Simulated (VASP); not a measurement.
# Ga (P6/mmm) in VASP: further runs

The runs below take Ga through single point, relaxation of cell and atoms, with PBE.

All numbers are computed with VASP 6.6.1; they aren't measurements. Logs are shortened: lines on timing, memory, paths and dates and some standing lists are left out, and cuts for length are marked.

### Step 1. The cell of the first run

It takes space group P6/mmm (No. 191, hexagonal). Conventional cell: a = 4.453 Å, b = 4.453 Å, c = 2.757 Å, α = 90.00°, β = 90.00°, γ = 120.00°. Ga (site symmetry -6m2) has 5 Ga at 2.57 to 2.76 Å within 3.4 Å.

### Step 2. Single point, PBE

Input file INCAR:

```
SYSTEM = Ga
PREC = Accurate
ENCUT = 520
EDIFF = 1E-6
ISMEAR = 0
SIGMA = 0.1
LREAL = .False.
LASPH = .True.
NELM = 100
ALGO = Fast
ISIF = 2
LWAVE = .False.
LCHARG = .True.
GGA = PE
LELF = .True.
LVHAR = .True.
NBANDS = 20
```

Input file KPOINTS:

```
Automatic mesh
0
Gamma
  15 15 20
  0 0 0
```

Input file POSCAR:

```
Ga
1.0
    4.4529913820      0.0000000000      0.0000000000
   -2.2264956910      3.8564036596      0.0000000000
    0.0000000000      0.0000000000      2.7574176254
Ga
2
Direct
    0.3333333333      0.6666666667      0.0000000000
    0.6666666667      0.3333333333      0.0000000000
```

Potentials or basis: VASP PAW PBE potentials, release 64 (Ga_d).

Run with:

```
$ cat potpaw_PBE.64/Ga_d/POTCAR > POTCAR
$ mpirun -np 1 vasp_std > vasp.out
```

OUTCAR:

```text
SYSTEM = Ga
   PREC = Accurate
   ENCUT = 520
   EDIFF = 1E-6
   ISMEAR = 0
   LREAL = .False.
   LASPH = .True.
   NELM = 100
   ISIF = 2
   GGA = PE

 ion  position               nearest neighbor table
   1  0.333  0.667  0.000-   2 2.57   2 2.57   2 2.57
   2  0.667  0.333  0.000-   1 2.57   1 2.57   1 2.57

  LATTYP: Found a hexagonal cell.
 ALAT       =     4.4529913820
 C/A-ratio  =     0.6192281522

  Lattice vectors:

 A1 = (   4.4529913820,   0.0000000000,   0.0000000000)
 A2 = (  -2.2264956910,   3.8564036596,   0.0000000000)
 A3 = (   0.0000000000,   0.0000000000,   2.7574176254)

Analysis of symmetry for initial positions (statically):
=====================================================================
 Subroutine PRICEL returns:
 Original cell was already a primitive cell.

 Routine SETGRP: Setting up the symmetry group for a
 hexagonal supercell.

 Subroutine GETGRP returns: Found 24 space group operations
 (whereof 24 operations were pure point group operations)
 out of a pool of 24 trial point group operations.

The static configuration has the point symmetry D_6h.

Analysis of symmetry for dynamics (positions and initial velocities):
=====================================================================
 Subroutine PRICEL returns:
 Original cell was already a primitive cell.

 Routine SETGRP: Setting up the symmetry group for a
 hexagonal supercell.

 Subroutine GETGRP returns: Found 24 space group operations
 (whereof 24 operations were pure point group operations)
 out of a pool of 24 trial point group operations.

The dynamic configuration has the point symmetry D_6h.

 Subroutine INISYM returns: Found 24 space group operations
 (whereof 24 operations are pure point group operations),
 and found     1 'primitive' translations

----------------------------------------------------------------------------------------

                                     Primitive cell

  volume of cell :      47.3518

  direct lattice vectors                    reciprocal lattice vectors
     4.452991382  0.000000000  0.000000000     0.224568142  0.129654477  0.000000000
    -2.226495691  3.856403660  0.000000000     0.000000000  0.259308954  0.000000000
     0.000000000  0.000000000  2.757417625     0.000000000  0.000000000  0.362658159

  length of vectors
     4.452991382  4.452991382  2.757417625     0.259308954  0.259308954  0.362658159

  position of ions in fractional coordinates (direct lattice)
     0.333333333  0.666666667  0.000000000
[... 72 lines left out ...]
   ISPIN  =      1    spin polarized calculation?
   LNONCOLLINEAR =      F non collinear calculations
   LSORBIT =      F    spin-orbit coupling
   LASPH  =      T    aspherical Exc in radial PAW
   ENCUT  =  520.0 eV  38.22 Ry    6.18 a.u.   8.28  8.28  5.13*2*pi/ulx,y,z
   NELM   =    100;   NELMIN=  2; NELMDL= -5     # of ELM steps
   EDIFF  = 0.1E-05   stopping-criterion for ELM
   LREAL  =      F    real-space projection
   EDIFFG = 0.1E-04   stopping-criterion for IOM
   NSW    =      0    number of steps for IOM
   IBRION =     -1    ionic relax: 0-MD 1-quasi-New 2-CG
   NFREE  =      0    steps in history (QN), initial steepest desc. (CG)
   ISIF   =      2    stress and relaxation
   ISYM   =      2    0-nonsym 1-usesym 2-fastsym
   POTIM  = 0.5000    time-step for ionic-motion
   TEBEG  =    0.0;   TEEND  =   0.0 temperature during run
   PSTRESS=    0.0 pullay stress
   NELECT =      26.0000    total number of electrons
   NUPDOWN=      -1.0000    fix difference up-down
   EMIN   =  10.00;   EMAX   =-10.00  energy-range for DOS
   EFERMI =   0.00;   METHOD = LEGACY
   ISMEAR =     0;   SIGMA  =   0.10  broadening in eV -4-tet -1-fermi 0-gaus
   EFERMI_NEDOS =   21; number of points for ismear=-14 and -15
   IALGO  =     68    algorithm
   IMIX   =      4    mixing-type and parameters
     AMIX     =   0.40;   BMIX     =  1.00
     AMIX_MAG =   1.60;   BMIX_MAG =  1.00
  volume/ion in A,a.u.               =      23.68       159.77
  Fermi-wavevector in a.u.,A,eV,Ry     =   1.340562  2.533295 24.451127  1.797107
  Thomas-Fermi vector in A             =   2.468865
   LORBIT       =      0    0 simple, 1 ext, 2 COOP (PROOUT), +10 PAW based schemes
   GGA     = PE    functional components
   LHFCALC =     F    Hartree Fock is set to
   AEXX    =    0.0000 exact exchange contribution
   IVDW    =     0    specifies the selected vdW correction
   LEPSILON=     F    determine dielectric tensor
   LRPA    =     F    only Hartree local field effects (RPA)
 non-spin polarized calculation
 RMM-DIIS sequential band-by-band and
 Gauss-broadening in eV      SIGMA  =   0.10
  energy-cutoff  :      520.00
  volume of cell :       47.35
 maximum number of plane-waves:      1296
 NGX is ok and might be reduce to    36

 number of electron      26.0000019 magnetization

 Free energy of the ion-electron system (eV)
  ---------------------------------------------------
  ext. energy  EPLUGINS =         0.00000000
  ---------------------------------------------------
  free energy    TOTEN  =        -5.54813724 eV

  energy without entropy =       -5.54399627  energy(sigma->0) =       -5.54606676

 E-fermi :   3.4449     XC(G=0):  -9.5837

 val. band max:        3.4364967883   @ k =   0.1333   0.0667   0.2500
 cond. band min:       3.4466410657   @ k =   0.2000   0.2000   0.3500
 fundamental gap:      0.0101442774
 Fermi energy:         3.4449326393

 k-point     1 :       0.0000    0.0000    0.0000
  band No.  band energies     occupation
      1     -11.7262      2.00000
      2     -11.5087      2.00000
      3     -11.4766      2.00000
      4     -11.4766      2.00000
      5     -11.3620      2.00000
      6     -11.3620      2.00000
[... 541 lines left out ...]
     19      15.1856      0.00000
     20      16.3311      0.00000

 [... further k-points ...]
[... 5 lines left out ...]
  --------------------------------------------------------------------------------------
  -------------------------------------------------------------------------------------
  Total        0.0303656      0.0303656      0.0397256      0.0000000     -0.0000000      0.0000000
  in kB        1.0274363      1.0274363      1.3441396      0.0000000     -0.0000000      0.0000000
  external PRESSURE =       1.1330040 kB  Pullay stress =       0.0000000 kB

 VOLUME and BASIS-vectors are now :
 -----------------------------------------------------------------------------
  energy-cutoff  :      520.00
  volume of cell :       47.35
      direct lattice vectors                 reciprocal lattice vectors
     4.452991382  0.000000000  0.000000000     0.224568142  0.129654477  0.000000000
    -2.226495691  3.856403660  0.000000000     0.000000000  0.259308954  0.000000000
     0.000000000  0.000000000  2.757417625     0.000000000  0.000000000  0.362658159

 POSITION                                       TOTAL-FORCE (eV/Angst)
 -----------------------------------------------------------------------------------
     -0.00000      2.57094      0.00000         0.000000     -0.000000      0.000000
      2.22650      1.28547      0.00000        -0.000000      0.000000      0.000000
 -----------------------------------------------------------------------------------
    total drift:                                0.000000      0.000000      0.000000

  FREE ENERGIE OF THE ION-ELECTRON SYSTEM (eV)
  ---------------------------------------------------
  free  energy   TOTEN  =        -5.5481372443 eV

  energy  without entropy=       -5.5439962704  energy(sigma->0) =       -5.54606676
```

It took 2.2 min on 1 thread of Intel Xeon Platinum 8488C (Sapphire Rapids), shared host; peak memory 0.34 GiB.

Results:

```
Free energy            : -5.5481 eV
Pressure               : 0.1 GPa
Band gap on the k mesh : zero (band 13 reaches 5.96 eV, above the bottom of band 14 at 2.14 eV)
```

Levels at points of the mesh, in eV from the Fermi level:
```tsv
k point	band 11	band 12	band 13	band 14	band 15	band 16
(0.00, 0.00, 0.00)	-10.03	-1.53	-0.58	-0.58	3.17	3.17
(0.00, 0.00, 0.50)	-5.87	-3.70	2.52	2.52	2.74	3.57
```

### Step 3. Relaxation of cell and atoms, PBE

Input file INCAR:

```
  PREC = Accurate
  ENCUT = 600
  EDIFF = 1E-6
  ISMEAR = 0
  SIGMA = 0.1
  LREAL = False
  LASPH = True
  NELM = 80
  ALGO = Fast
  ISIF = 3
  LWAVE = False
  LCHARG = False
  GGA = PE
  IBRION = 2
  NSW = 100
  EDIFFG = -0.01
```

Input file KPOINTS:

```
regular mesh
0
Gamma
  15 15 20
```

Input file POSCAR:

```
Ga
1.0
    4.4552079731      0.0000000000      0.0000000000
   -2.2276039866      3.8583232839      0.0000000000
    0.0000000000      0.0000000000      2.7561732478
Ga
2
Direct
    0.3333333333      0.6666666667      0.0000000000
    0.6666666667      0.3333333333      0.0000000000
```

Potentials or basis: VASP PAW PBE potentials, release 64 (Ga_d).

Run with:

```
$ cat potpaw_PBE.64/Ga_d/POTCAR > POTCAR
$ mpirun -np 1 vasp_std > vasp.out
```

OUTCAR:

```text
PREC = Accurate
   ENCUT = 600
   EDIFF = 1E-6
   ISMEAR = 0
   LREAL = False
   LASPH = True
   NELM = 80
   ISIF = 3
   GGA = PE
   IBRION = 2
   NSW = 100
   EDIFFG = -0.01

 ion  position               nearest neighbor table
   1  0.333  0.667  0.000-   2 2.57   2 2.57   2 2.57
   2  0.667  0.333  0.000-   1 2.57   1 2.57   1 2.57

  LATTYP: Found a hexagonal cell.
 ALAT       =     4.4552079731
 C/A-ratio  =     0.6186407603

  Lattice vectors:

 A1 = (   4.4552079731,   0.0000000000,   0.0000000000)
 A2 = (  -2.2276039866,   3.8583232839,   0.0000000000)
 A3 = (   0.0000000000,   0.0000000000,   2.7561732478)

Analysis of symmetry for initial positions (statically):
=====================================================================
 Subroutine PRICEL returns:
 Original cell was already a primitive cell.

 Routine SETGRP: Setting up the symmetry group for a
 hexagonal supercell.

 Subroutine GETGRP returns: Found 24 space group operations
 (whereof 24 operations were pure point group operations)
 out of a pool of 24 trial point group operations.

The static configuration has the point symmetry D_6h.

[... 208 lines left out ...]

 E-fermi :   3.4399     XC(G=0):  -9.5800

 val. band max:        3.4313953051   @ k =   0.1333   0.0667   0.2500
 cond. band min:       3.4421345095   @ k =   0.2000   0.2000   0.3500
 fundamental gap:      0.0107392045
 Fermi energy:         3.4398798055

 k-point     1 :       0.0000    0.0000    0.0000
  band No.  band energies     occupation
      1     -11.7309      2.00000
      2     -11.5139      2.00000
      3     -11.4817      2.00000
      4     -11.4817      2.00000
      5     -11.3672      2.00000
      6     -11.3672      2.00000
[... 457 lines left out ...]
      4     -11.4288      2.00000
      5     -11.3858      2.00000
      6     -11.3177      2.00000
[... 9 lines left out ...]
     16      10.5939      0.00000
     17      14.1176      0.00000

 [... further k-points ...]

------------------------ aborting loop because EDIFF is reached ----------------------------------------

  FORCE on cell =-STRESS in cart. coord.  units (eV):
  Direction    XX          YY          ZZ          XY          YZ          ZX
  --------------------------------------------------------------------------------------
  -------------------------------------------------------------------------------------
  Total       -0.0102569     -0.0102569      0.0051336      0.0000000      0.0000000     -0.0000000
  in kB       -0.3467891     -0.3467891      0.1735690      0.0000000      0.0000000     -0.0000000
  external PRESSURE =      -0.1733364 kB  Pullay stress =       0.0000000 kB

 VOLUME and BASIS-vectors are now :
 -----------------------------------------------------------------------------
  energy-cutoff  :      600.00
  volume of cell :       47.39
      direct lattice vectors                 reciprocal lattice vectors
     4.454322269  0.000000000 -0.000000000     0.224501044  0.129615738 -0.000000000
    -2.227161135  3.857556242  0.000000000    -0.000000000  0.259231476  0.000000000
     0.000000000 -0.000000000  2.757831482     0.000000000  0.000000000  0.362603736

 POSITION                                       TOTAL-FORCE (eV/Angst)
 -----------------------------------------------------------------------------------
     -0.00000      2.57170     -0.00000         0.000000     -0.000000     -0.000000
      2.22716      1.28585     -0.00000        -0.000000      0.000000      0.000000
 -----------------------------------------------------------------------------------
    total drift:                                0.000000      0.000000      0.000000

  FREE ENERGIE OF THE ION-ELECTRON SYSTEM (eV)
  ---------------------------------------------------
  free  energy   TOTEN  =        -5.5478158581 eV

  energy  without entropy=       -5.5436701813  energy(sigma->0) =       -5.54574302

 reached required accuracy - stopping structural energy minimisation
```

OSZICAR:

```text
N       E                     dE             d eps       ncg     rms          rms(c)
DAV:   1     0.123956821662E+03    0.12396E+03   -0.15249E+04 10202   0.292E+03
DAV:   2     0.337206289169E+01   -0.12058E+03   -0.11942E+03 10706   0.393E+02
DAV:   3    -0.543579300088E+01   -0.88079E+01   -0.87558E+01 11411   0.100E+02
DAV:   4    -0.557032098893E+01   -0.13453E+00   -0.13438E+00 12322   0.131E+01
DAV:   5    -0.557263474288E+01   -0.23138E-02   -0.23134E-02 12488   0.164E+00    0.151E+00
RMM:   6    -0.554933729695E+01    0.23297E-01   -0.65750E-02 10469   0.366E+00    0.839E-01
RMM:   7    -0.554719904810E+01    0.21382E-02   -0.22133E-02 10856   0.201E+00    0.194E-01
RMM:   8    -0.554750414588E+01   -0.30510E-03   -0.49657E-03 10987   0.825E-01    0.406E-02
RMM:   9    -0.554776627175E+01   -0.26213E-03   -0.88772E-04 12838   0.301E-01    0.139E-02
RMM:  10    -0.554779941275E+01   -0.33141E-04   -0.14424E-04 11284   0.112E-01    0.538E-03
RMM:  11    -0.554780245186E+01   -0.30391E-05   -0.35526E-05 12108   0.611E-02    0.232E-03
RMM:  12    -0.554780316373E+01   -0.71187E-06   -0.87439E-06  8651   0.297E-02
   1 F= -.55478032E+01 E0= -.55457462E+01  d E =-.554780E+01
       N       E                     dE             d eps       ncg     rms          rms(c)
DAV:   1    -0.554795772565E+01   -0.15527E-03   -0.23092E-03 12398   0.465E-01    0.650E-02
RMM:   2    -0.554785847712E+01    0.99249E-04   -0.11259E-04 11289   0.136E-01    0.367E-02
RMM:   3    -0.554781562375E+01    0.42853E-04   -0.57109E-05 11169   0.658E-02    0.534E-03
RMM:   4    -0.554781585812E+01   -0.23437E-06   -0.70824E-06  8712   0.284E-02
   2 F= -.55478159E+01 E0= -.55457430E+01  d E =-.126944E-04
```

It took 2.5 min on 1 thread of Intel Xeon Platinum 8488C (Sapphire Rapids), shared host; peak memory 0.36 GiB.

What came out:

```
Free energy                            : -5.5478 eV
Relaxed volume                         : 23.69 Å³/atom
Relaxed cell                           : a = 4.454 Å, b = 4.454 Å, c = 2.758 Å, α = 90.00°, β = 90.00°, γ = 120.00°
Space group after relaxing (to 0.05 Å) : P6/mmm (No. 191)
Energy gained by relaxing              : 0.0 meV/atom
Ionic steps                            : 2
Pressure after relaxing                : 0.0 GPa
Band gap on the k mesh                 : zero (band 13 reaches 5.96 eV, above the bottom of band 14 at 2.13 eV)
```

Final structure:
```cif
data_structure
_symmetry_space_group_name_H-M 'P 1'
_symmetry_Int_Tables_number 1
_cell_length_a 4.4543
_cell_length_b 4.4543
_cell_length_c 2.7578
_cell_angle_alpha 90.000
_cell_angle_beta 90.000
_cell_angle_gamma 120.000
_cell_volume 47.39
loop_
_atom_site_label
_atom_site_type_symbol
_atom_site_fract_x
_atom_site_fract_y
_atom_site_fract_z
_atom_site_occupancy
Ga1 Ga 0.33333 0.66667 0.00000 1
Ga2 Ga 0.66667 0.33333 0.00000 1
```

Levels at points of the mesh, in eV from the Fermi level:
```tsv
k point	band 10	band 11	band 12	band 13	band 14	band 15	band 16	band 17
(0.00, 0.00, 0.00)	-14.66	-10.03	-1.54	-0.58	-0.58	3.16	3.16	6.12
(0.00, 0.00, 0.50)	-14.53	-5.87	-3.70	2.52	2.52	2.73	3.56	6.71
```

### Step 4. Relaxation of cell and atoms, PBE

This run uses another cell than the first one: it holds 3 atoms, not 2.

Input file INCAR:

```
ALGO = Fast
EDIFF = 1E-6
EDIFFG = -0.01
ENCUT = 600
GGA = PE
IBRION = 2
ISIF = 3
ISMEAR = 0
LASPH = True
LCHARG = False
LREAL = False
LWAVE = False
NELM = 80
NSW = 100
PREC = Accurate
SIGMA = 0.1
```

Input file KPOINTS:

```
k-points
0
Gamma
  12 12 16
```

Input file POSCAR:

```
Ga
1.0
    4.8017443250      0.0000000000      0.0000000000
   -2.4008721625      4.1584325679      0.0000000000
    0.0000000000      0.0000000000      2.8807550512
Ga
3
Direct
    0.0000000000      0.0000000000      0.0000000000
    0.3333333333      0.6666666667      0.5000000000
    0.6666666667      0.3333333333      0.5000000000
```

Run with:

```
$ cat potpaw_PBE.64/Ga_d/POTCAR > POTCAR
$ mpirun -np 1 vasp_std > vasp.out
```

Wall time 30 min (1 thread of Oxide Virtual Turin-like, shared host); peak memory 0.32 GiB.

Results (log left out):

* Free energy: -8.6082 eV
* Relaxed volume: 19.26 Å³/atom
* Relaxed cell: a = 4.837 Å, b = 4.837 Å, c = 2.852 Å, α = 90.00°, β = 90.00°, γ = 120.00°
* Space group after relaxing (to 0.05 Å): P6/mmm (No. 191)
* Energy gained by relaxing: 0.9 meV/atom
* Ionic steps: 9
* Pressure after relaxing: 0.0 GPa

The path:
```
step  energy change (eV)  largest force (eV/Å)  pressure (GPa)  volume (Å³)
   1              0.0000                0.0000            0.21        57.52
   2             -0.0012                0.0000            0.18        57.73
   3             -0.0018                0.0000           -0.38        58.34
   4             -0.0023                0.0000           -0.37        58.10
   5             -0.0025                0.0000           -0.13        57.86
   6             -0.0025                0.0000           -0.20        57.95
   7             -0.0025                0.0000           -0.12        57.91
   8             -0.0025                0.0000           -0.15        57.93
   9             -0.0026                0.0000           -0.04        57.79
```

Final structure:
```
Ga
1.0
     4.83738    0.00000    0.00000
    -2.41869    4.18929    0.00000
     0.00000    0.00000    2.85155
Ga
3
Direct
  0.00000 0.00000 0.00000
  0.33333 0.66667 0.50000
  0.66667 0.33333 0.50000
```

Levels at points of the mesh, in eV from the Fermi level:
```csv
k point,band 15,band 16,band 17,band 18,band 19,band 20,band 21,band 22,band 23
"(0.00, 0.00, 0.00)",-14.66,-10.88,-3.28,-3.12,-1.42,-1.42,-1.29,-1.29,6.74
"(0.50, 0.00, 0.00)",-14.65,-8.69,-8.68,-4.71,-3.73,3.75,3.89,5.07,5.26
"(0.00, 0.00, 0.50)",-14.60,-6.55,-5.62,1.23,1.27,1.43,1.50,1.61,1.61
"(0.50, 0.00, 0.50)",-14.62,-4.58,-4.24,-3.70,-3.12,-0.30,0.13,0.31,2.04
```

### Step 5. Summary

| task | cell | k mesh | cutoff (eV) | gap on the mesh (eV) | pressure (GPa) | relaxed volume (Å³/atom) |
| --- | --- | --- | --- | --- | --- | --- |
| single point | a = 4.453, b = 4.453, c = 2.757 Å, angles 90.0, 90.0, 120.0°, 2 atoms | 15 × 15 × 20 | 520 | none | 0.1 | - |
| relaxation of cell and atoms | relaxed from a = 4.455, b = 4.455, c = 2.756 Å, angles 90.0, 90.0, 120.0°, 2 atoms | 15 × 15 × 20 | 600 | none | 0.0 | 23.69 |
| relaxation of cell and atoms | relaxed from a = 4.802, b = 4.802, c = 2.881 Å, angles 90.0, 90.0, 120.0°, 3 atoms | 12 × 12 × 16 | 600 | none | 0.0 | 19.26 |

Alike in all rows: level PBE; potentials or basis VASP PAW PBE potentials, release 64 (Ga_d); no spin polarisation; smearing gaussian 0.1 eV.

Total energies depend on the potentials used, so only differences within one code and one set of settings carry meaning.
